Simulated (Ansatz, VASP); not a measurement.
# Two plane-wave programs on Lu

Contents of INCAR:

```
SYSTEM = Lu
PREC = Accurate ; ENCUT = 520
EDIFF = 1E-6 ; ISMEAR = -1
SIGMA = 0.1 ; LREAL = .FALSE.
LASPH = .TRUE. ; NELM = 60
ALGO = Normal ; ISIF = 2
LWAVE = .FALSE. ; LCHARG = .FALSE.
GGA = PS ; NBANDS = 32
```

The input KPOINTS:

```
regular mesh
0
G
  9 9 9
  0 0 0
```

Contents of POSCAR:

```
Lu
1.0
    0.0000000000      3.4382000076      3.4382000076
    3.4382000076      0.0000000000      3.4382000076
    3.4382000076      3.4382000076      0.0000000000
Lu
2
Direct
    0.1250000000      0.1250000000      0.1250000000
    0.8750000000      0.8750000000      0.8750000000
```

Input for Ansatz:

```yaml
crystal:
  lattice:
    - [0.0, 3.4382000076, 3.4382000076]
    - [3.4382000076, 0.0, 3.4382000076]
    - [3.4382000076, 3.4382000076, 0.0]
  atoms:
    - { symbol: Lu, position: [0.125, 0.125, 0.125] }
    - { symbol: Lu, position: [0.875, 0.875, 0.875] }
hamiltonian:
  xc: pbesol
  pseudopotentials:
    kind: paw
    azcp:
      Lu: "pseudopotentials/Lu.paw.azcp"
basis:
  ecutwfc: 420
  fft_grid_basis: typed
kpoints:
  mp_grid: { grid: [9, 9, 9], shift: [0, 0, 0] }
magnetization:
  spin_polarized: false
scf:
  occupations: { method: fermi_dirac, width: 0.1 }
  lower_state_search: "off"
output:
  stress: true
  write_density: true
  write_potential: true
  elf: true
  volumetric_format: npy
```

Alike in both runs: task single point; functional PBEsol; k mesh 9 × 9 × 9; occupations fermi-dirac, width 0.1 eV; no spin polarisation.

|  | VASP | Ansatz |
| --- | --- | --- |
| version | VASP 6.6.1 | Ansatz 0.2.0 |
| potentials or method | VASP PAW PBE potentials, release 64 (Lu), cutoff 520 eV | plane waves (420 eV) with PAW, scalar-relativistic |
| valence electrons in the cell | 50 | 50 |

```csv
,VASP,Ansatz,Ansatz less VASP
pressure (GPa),1.4,1.4,-0.04
```

VASP's potentials were made for PBE, not for PBEsol, and Ansatz warns of the same on its side.

Neither program's run includes spin-orbit coupling.
